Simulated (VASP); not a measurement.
A run of VASP 6.6.1 is set up as follows.

File INCAR:

```
SYSTEM = Ge
PREC = Accurate
ENCUT = 520
EDIFF = 1E-6
ISMEAR = -1
SIGMA = 0.05
LREAL = Auto
LASPH = .True.
NELM = 80
ALGO = Normal
ISIF = 2
LWAVE = .False.
LCHARG = .True.
GGA = PE
IVDW = 12
LELF = .True.
LVHAR = .True.
NBANDS = 133
```

Contents of KPOINTS:

```
Automatic mesh
0
Gamma
  2 2 2
  0 0 0
```

Contents of POSCAR:

```
Ge
1.0
    0.0000000000      5.6600000000      5.6600000000
    5.6600000000      0.0000000000      5.6600000000
    5.6600000000      5.6600000000      0.0000000000
Ge
17
Direct
    0.0284628975      0.0019787986     -0.0385865724
    0.1494522968      0.1699293286      0.0551943463
   -0.1892932862      0.1599116608      0.4460247350
    0.0846819788      0.1549116608      0.5492226148
   -0.0431448763      0.5126501767      0.0512190813
    0.0620848057      0.6223144876      0.2025441696
   -0.0782508834      0.4684098940      0.6242402827
   -0.0417844523      0.7368727915      0.6714134276
    0.4221466431     -0.1172879859      0.1918109541
    0.6702385159      0.0568109541      0.0712632509
    0.5076943463     -0.0360159011      0.4618462898
    0.4564399293      0.1530477032      0.7296378092
    0.4456272085      0.3775883392      0.1117402827
    0.5912367491      0.4572261484      0.2475265018
    0.3310600707      0.5981095406      0.5369434629
    0.5386837456      0.5280477032      0.7298321555
    0.5812897527      0.7786395760      0.8518904594
```

Potentials or basis: VASP PAW PBE potentials, release 64 (Ge_d).

Run with:

```console
$ cat potpaw_PBE.64/Ge_d/POTCAR > POTCAR
$ mpirun -np 1 vasp_std > vasp.out
```

(1) What does it give for the dispersion energy per atom?

(2) Predict the pressure.

(3) Predict the largest force.

(4) Estimate the band gap on the k mesh.

## Answers

(1) -0.314 eV.

(2) 2.6 GPa.

(3) 1.818 eV/Å.

(4) zero (band 119 reaches 5.35 eV, above the bottom of band 120 at 5.25 eV).

Caveat: the k points lie up to 0.48 Å⁻¹ apart.
